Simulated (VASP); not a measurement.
Input of a VASP 6.6.1 run:

Contents of INCAR:

```
SYSTEM = Ba2Nb
ALGO = Normal
EDIFF = 1E-6
ENCUT = 520
GGA = PE
ISIF = 2
ISMEAR = 0
LASPH = .True.
LCHARG = .False.
LREAL = .False.
LWAVE = .False.
NBANDS = 24
NELM = 100
PREC = Accurate
SIGMA = 0.1
```

Contents of KPOINTS:

```
k-points
0
Gamma
  4 4 4
  0 0 0
```

File POSCAR:

```
Ba2Nb
1.0
    0.0000000000      4.0139665542      4.0139665542
    4.0139665542      0.0000000000      4.0139665542
    4.0139665542      4.0139665542      0.0000000000
Ba Nb
2 1
Direct
    0.2500000000      0.2500000000      0.2500000000
    0.7500000000      0.7500000000      0.7500000000
    0.0000000000      0.0000000000      0.0000000000
```

Potentials or basis: VASP PAW PBE potentials, release 64 (Ba_sv, Nb_sv).

Launch:

```sh
$ cat potpaw_PBE.64/Ba_sv/POTCAR potpaw_PBE.64/Nb_sv/POTCAR > POTCAR
$ mpirun -np 1 vasp_std > vasp.out
```

Task: What does it give for the band gap on the k mesh?

Result: Zero (an odd number of electrons rules out a gap without spin polarisation).

Task: Predict the pressure.

Result: 0.6 GPa.

Caveat: spin-orbit coupling is left out, which moves the levels of the heavy elements.
